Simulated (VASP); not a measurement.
# Zr8C in VASP: notebook, part 2 of 3

VASP 6.6.1. Earlier steps stand in the parts before.

## (4) Single point, PBE

Input file INCAR:

```
PREC     = Accurate       # precision mode
ENCUT    = 520            # plane-wave cutoff, eV
EDIFF    = 1E-7           # SCF threshold, eV
ISMEAR   = 0              # smearing method
SIGMA    = 0.1            # smearing width, eV
LREAL    = False          # projectors in reciprocal space
LASPH    = True           # aspherical terms in the spheres
NELM     = 80             # most SCF steps
ALGO     = Normal         # electronic algorithm
ISIF     = 2              # what is computed and relaxed
LWAVE    = False          # write WAVECAR
LCHARG   = True           # write CHGCAR
LDIPOL   = True         
IDIPOL   = 3            
DIPOL    = 0.5 0.5 0.316
GGA      = PE             # functional
LELF     = True           # ELF
LVHAR    = True         
LVACPOTAV= True         
NBANDS   = 60             # bands
```

Input file KPOINTS:

```
regular mesh
0
Gamma
  4 5 1
```

Input file POSCAR:

```
Zr8C
1.0
    6.4655797184      0.0000000000      0.0000000000
    0.0000000000      5.1691196971      0.0000000000
    0.0000000000      0.0000000000     18.9770873264
Zr C
8 1
Direct
    0.0000000000      0.7500000000      0.2107805024
    0.5000000000      0.7500000000      0.2107805024
    0.2500000000      0.2500000000      0.2599569661
    0.7500000000      0.2500000000      0.2599569661
    0.2500000000      0.7500000000      0.3477072663
    0.7500000000      0.7500000000      0.3477072663
    0.0000000000      0.2500000000      0.3940060557
    0.5000000000      0.2500000000      0.3940060557
    0.0000000000      0.7500000000      0.4168469526
```

Potentials or basis: VASP PAW PBE potentials, release 64 (Zr_sv, C).

Launch:

```sh
$ cat potpaw_PBE.64/Zr_sv/POTCAR potpaw_PBE.64/C/POTCAR > POTCAR
$ mpirun -np 1 vasp_std > vasp.out
```

OUTCAR:

```text
PREC = Accurate
   ENCUT = 520
   EDIFF = 1E-7
   ISMEAR = 0
   LREAL = False
   LASPH = True
   NELM = 80
   ISIF = 2
   GGA = PE

 ion  position               nearest neighbor table
   1  0.000  0.750  0.211-   5 3.06   6 3.06   3 3.19   4 3.19   3 3.19   4 3.19   2 3.23   2 3.23

   2  0.500  0.750  0.211-   5 3.06   6 3.06   3 3.19   4 3.19   3 3.19   4 3.19   1 3.23   1 3.23

   3  0.250  0.250  0.260-   7 3.01   8 3.01   5 3.07   5 3.07   1 3.19   1 3.19   2 3.19   2 3.19
                             4 3.23   4 3.23
   4  0.750  0.250  0.260-   7 3.01   8 3.01   6 3.07   6 3.07   1 3.19   1 3.19   2 3.19   2 3.19
                             3 3.23   3 3.23
   5  0.250  0.750  0.348-   9 2.08   2 3.06   1 3.06   3 3.07   3 3.07   7 3.17   8 3.17   7 3.17
                             8 3.17   6 3.23   6 3.23
   6  0.750  0.750  0.348-   9 2.08   2 3.06   1 3.06   4 3.07   4 3.07   7 3.17   8 3.17   7 3.17
                             8 3.17   5 3.23   5 3.23
   7  0.000  0.250  0.394-   9 2.62   9 2.62   3 3.01   4 3.01   5 3.17   5 3.17   6 3.17   6 3.17
                             8 3.23   8 3.23
   8  0.500  0.250  0.394-   3 3.01   4 3.01   5 3.17   6 3.17   5 3.17   6 3.17   7 3.23   7 3.23

   9  0.000  0.750  0.417-   5 2.08   6 2.08   7 2.62   7 2.62

  LATTYP: Found a simple orthorhombic cell.
 ALAT       =     5.1691196971
 B/A-ratio  =     1.2508086671
 C/A-ratio  =     3.6712416114

  Lattice vectors:

 A1 = (   0.0000000000,  -5.1691196971,   0.0000000000)
 A2 = (   6.4655797184,   0.0000000000,   0.0000000000)
 A3 = (   0.0000000000,   0.0000000000,  18.9770873264)

Analysis of symmetry for initial positions (statically):
=====================================================================
 Subroutine PRICEL returns:
 Original cell was already a primitive cell.

 Routine SETGRP: Setting up the symmetry group for a
 simple orthorhombic supercell.

 Subroutine GETGRP returns: Found  4 space group operations
 (whereof  2 operations were pure point group operations)
 out of a pool of  8 trial point group operations.

The static configuration has the point symmetry C_1h.
 The point group associated with its full space group is C_2v.

Analysis of symmetry for dynamics (positions and initial velocities):
=====================================================================
 Subroutine PRICEL returns:
 Original cell was already a primitive cell.

 Routine SETGRP: Setting up the symmetry group for a
 simple orthorhombic supercell.

 Subroutine GETGRP returns: Found  4 space group operations
 (whereof  2 operations were pure point group operations)
 out of a pool of  8 trial point group operations.

The dynamic configuration has the point symmetry C_1h.
 The point group associated with its full space group is C_2v.

 Subroutine INISYM returns: Found  4 space group operations
 (whereof  2 operations are pure point group operations),
 and found     1 'primitive' translations

----------------------------------------------------------------------------------------

                                     Primitive cell

  volume of cell :     634.2400

  direct lattice vectors                    reciprocal lattice vectors
     6.465579718  0.000000000  0.000000000     0.154665172  0.000000000  0.000000000
     0.000000000  5.169119697  0.000000000     0.000000000  0.193456538  0.000000000
[... 70 lines left out ...]
   ions per type =               8   1
   NGX,Y,Z   is equivalent  to a cutoff of  12.34, 12.86, 12.61 a.u.
   NGXF,Y,Z  is equivalent  to a cutoff of  24.68, 25.73, 25.23 a.u.
 SYSTEM =  unknown system
   PREC   = accura    normal or accurate (medium, high low for compatibility)
   ISTART =      0    job   : 0-new  1-cont  2-samecut
   ICHARG =      2    charge: 1-file 2-atom 10-const
   ISPIN  =      1    spin polarized calculation?
   LNONCOLLINEAR =      F non collinear calculations
   LSORBIT =      F    spin-orbit coupling
   LASPH  =      T    aspherical Exc in radial PAW
   ENCUT  =  520.0 eV  38.22 Ry    6.18 a.u.  12.02  9.61 35.28*2*pi/ulx,y,z
   NELM   =     80;   NELMIN=  2; NELMDL= -5     # of ELM steps
   EDIFF  = 0.1E-06   stopping-criterion for ELM
   LREAL  =      F    real-space projection
   EDIFFG = 0.1E-05   stopping-criterion for IOM
   NSW    =      0    number of steps for IOM
   IBRION =     -1    ionic relax: 0-MD 1-quasi-New 2-CG
   NFREE  =      0    steps in history (QN), initial steepest desc. (CG)
   ISIF   =      2    stress and relaxation
   ISYM   =      2    0-nonsym 1-usesym 2-fastsym
   POTIM  = 0.5000    time-step for ionic-motion
   TEBEG  =    0.0;   TEEND  =   0.0 temperature during run
   PSTRESS=    0.0 pullay stress
   NELECT =     100.0000    total number of electrons
   NUPDOWN=      -1.0000    fix difference up-down
   EMIN   =  10.00;   EMAX   =-10.00  energy-range for DOS
   EFERMI =   0.00;   METHOD = LEGACY
   ISMEAR =     0;   SIGMA  =   0.10  broadening in eV -4-tet -1-fermi 0-gaus
   EFERMI_NEDOS =   21; number of points for ismear=-14 and -15
   IALGO  =     38    algorithm
   IMIX   =      4    mixing-type and parameters
     AMIX     =   0.40;   BMIX     =  1.00
     AMIX_MAG =   1.60;   BMIX_MAG =  1.00
  volume/ion in A,a.u.               =      70.47       475.56
  Fermi-wavevector in a.u.,A,eV,Ry     =   0.884417  1.671305 10.642382  0.782193
  Thomas-Fermi vector in A             =   2.005314
   LORBIT       =      0    0 simple, 1 ext, 2 COOP (PROOUT), +10 PAW based schemes
   GGA     = PE    functional components
   LHFCALC =     F    Hartree Fock is set to
   AEXX    =    0.0000 exact exchange contribution
   IVDW    =     0    specifies the selected vdW correction
   LEPSILON=     F    determine dielectric tensor
   LRPA    =     F    only Hartree local field effects (RPA)
 non-spin polarized calculation
 Gauss-broadening in eV      SIGMA  =   0.10
  energy-cutoff  :      520.00
  volume of cell :      634.24
 maximum number of plane-waves:     17106
   NGX = 25   NGY = 19   NGZ = 71

 dipolmoment           0.000000      0.000000     -0.965144 electrons x Angstroem

 number of electron      99.9999999 magnetization

 number of electron     100.0000000 magnetization

 dipolmoment           0.000000      0.000000      0.033038 electrons x Angstroem

 Free energy of the ion-electron system (eV)
  ---------------------------------------------------
  ext. energy  EPLUGINS =         0.00000000
  ---------------------------------------------------
  free energy    TOTEN  =       -70.36920717 eV

  energy without entropy =      -70.30565433  energy(sigma->0) =      -70.33743075

 E-fermi :   0.1916     XC(G=0):  -4.3433

 val. band max:        0.1677776182   @ k =   0.2500   0.0000   0.0000
 cond. band min:       0.1938180411   @ k =   0.5000   0.0000   0.0000
 fundamental gap:      0.0260404229
 Fermi energy:         0.1915593501

 k-point     1 :       0.0000    0.0000    0.0000
  band No.  band energies     occupation
      1     -48.9512      2.00000
      2     -48.9186      2.00000
      3     -48.9019      2.00000
      4     -48.8670      2.00000
      5     -48.4136      2.00000
      6     -48.3815      2.00000
[... 556 lines left out ...]
     59       0.9396      0.00000
     60       1.0182      0.00000

------------------------ aborting loop because EDIFF is reached ----------------------------------------

  FORCE on cell =-STRESS in cart. coord.  units (eV):
  Direction    XX          YY          ZZ          XY          YZ          ZX
  --------------------------------------------------------------------------------------
  -------------------------------------------------------------------------------------
  Total       -1.3863710     -4.1474374      3.1737057      0.0000000      0.0000000      0.0000000
  in kB       -3.5021636    -10.4769968      8.0172167      0.0000000      0.0000000      0.0000000
  external PRESSURE =      -1.9873145 kB  Pullay stress =       0.0000000 kB

 VOLUME and BASIS-vectors are now :
 -----------------------------------------------------------------------------
  energy-cutoff  :      520.00
  volume of cell :      634.24
      direct lattice vectors                 reciprocal lattice vectors
     6.465579718  0.000000000  0.000000000     0.154665172  0.000000000  0.000000000
     0.000000000  5.169119697  0.000000000     0.000000000  0.193456538  0.000000000
     0.000000000  0.000000000 18.977087326     0.000000000  0.000000000  0.052695126

 POSITION                                       TOTAL-FORCE (eV/Angst)
 -----------------------------------------------------------------------------------
      0.00000      3.87684      4.00000         0.000000      0.000000     -0.016662
      3.23279      3.87684      4.00000         0.000000      0.000000     -0.382872
      1.61639      1.29228      4.93323         0.137587      0.000000     -0.385816
      4.84918      1.29228      4.93323        -0.137587      0.000000     -0.385816
      1.61639      3.87684      6.59847         0.430857      0.000000      0.062157
      4.84918      3.87684      6.59847        -0.430857      0.000000      0.062157
      0.00000      1.29228      7.47709         0.000000      0.000000      0.844987
      3.23279      1.29228      7.47709         0.000000      0.000000      0.172433
      0.00000      3.87684      7.91054         0.000000      0.000000      0.029433
 -----------------------------------------------------------------------------------
    total drift:                                0.000000     -0.000000     -0.000268

  FREE ENERGIE OF THE ION-ELECTRON SYSTEM (eV)
  ---------------------------------------------------
  free  energy   TOTEN  =       -70.3692071748 eV

  energy  without entropy=      -70.3056543265  energy(sigma->0) =      -70.33743075

 vacuum level on the upper side and lower side of the slab         4.012         3.833
```

It took 11 min on 1 thread of Intel Xeon Platinum 8559C (Emerald Rapids), shared host; peak memory 0.68 GiB.

What came out:

| Item | Value |
| --- | --- |
| Free energy | -70.3692 eV |
| Largest force | 0.845 eV/Å |
| Band gap on the k mesh | zero (bands 50 and 51 overlap by 0.51 eV) |

Forces on the atoms (eV/Å):
```
Zr   0.000  0.000 -0.017
Zr   0.000  0.000 -0.383
Zr   0.138  0.000 -0.386
Zr  -0.138  0.000 -0.386
Zr   0.431  0.000  0.062
Zr  -0.431  0.000  0.062
Zr   0.000  0.000  0.845
Zr   0.000  0.000  0.172
C    0.000  0.000  0.029
```

[end of part 2 of 3]

The gap in the log of VASP goes by the Fermi energy; the results here count the filled bands.